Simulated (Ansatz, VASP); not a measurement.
**Cd2Se in VASP and in Ansatz**

The input INCAR:

```
SYSTEM = Cd2Se
ALGO     = Normal         ! electronic algorithm
EDIFF    = 1E-6           ! SCF threshold, eV
ENCUT    = 520            ! plane-wave cutoff, eV
GGA      = PE             ! functional
ISIF     = 2              ! what is computed and relaxed
ISMEAR   = 0              ! smearing method
LASPH    = .TRUE.         ! aspherical terms in the spheres
LCHARG   = .FALSE.        ! write CHGCAR
LREAL    = .FALSE.        ! projectors in reciprocal space
LWAVE    = .FALSE.        ! write WAVECAR
NBANDS   = 22             ! bands
NELM     = 80             ! most SCF steps
PREC     = Accurate       ! precision mode
SIGMA    = 0.1            ! smearing width, eV
```

File KPOINTS:

```
k-points
0
G
  4 4 4
  0 0 0
```

POSCAR

```
Cd2Se
1.0
    0.0000000000      3.4247306600      3.4247306600
    3.4247306600      0.0000000000      3.4247306600
    3.4247306600      3.4247306600      0.0000000000
Cd Se
2 1
Direct
    0.2500000000      0.2500000000      0.2500000000
    0.7500000000      0.7500000000      0.7500000000
    0.5000000000      0.5000000000      0.5000000000
```

Input for Ansatz:

```yaml
crystal:
  lattice:
    - [0.0, 3.42473066, 3.42473066]
    - [3.42473066, 0.0, 3.42473066]
    - [3.42473066, 3.42473066, 0.0]
  atoms:
    - { symbol: Cd, position: [0.25, 0.25, 0.25] }
    - { symbol: Cd, position: [0.75, 0.75, 0.75] }
    - { symbol: Se, position: [0.5, 0.5, 0.5] }
basis:
  ecutwfc: 420
kpoints:
  mp_grid: { grid: [4, 4, 4] }
hamiltonian:
  xc: pbe
scf:
  occupations: { method: gaussian, width: 0.1 }
  lower_state_search: "off"
output:
  forces: true
  stress: true
  eigenvalues: true
```

Alike in both runs: task single point; functional PBE; k mesh 4 × 4 × 4; occupations gaussian, width 0.1 eV; no spin polarisation.

```csv
,VASP,Ansatz
version,VASP 6.6.1,Ansatz 0.2.0
potentials or method,"VASP PAW PBE potentials, release 64 (Cd, Se), cutoff 520 eV","scalar-relativistic, plane waves, PAW"
valence electrons in the cell,30,56
```

Ansatz gave:

* gap on the k mesh at the Fermi level (eV): none
* pressure (GPa): 0.8

Task: Estimate VASP's values.

Result: gap on the k mesh at the Fermi level (eV): none; pressure (GPa): 1.0.

A gap of «none» marks a metal or a gap that the smearing closes. The functional is the same, so the differences come from potentials, cutoffs and numerics. VASP's potentials hold 30 valence electrons a cell and Ansatz's 56, so a difference there can come from the potentials and not from the codes.

The k mesh is coarse, so the values compare programs but aren't converged.
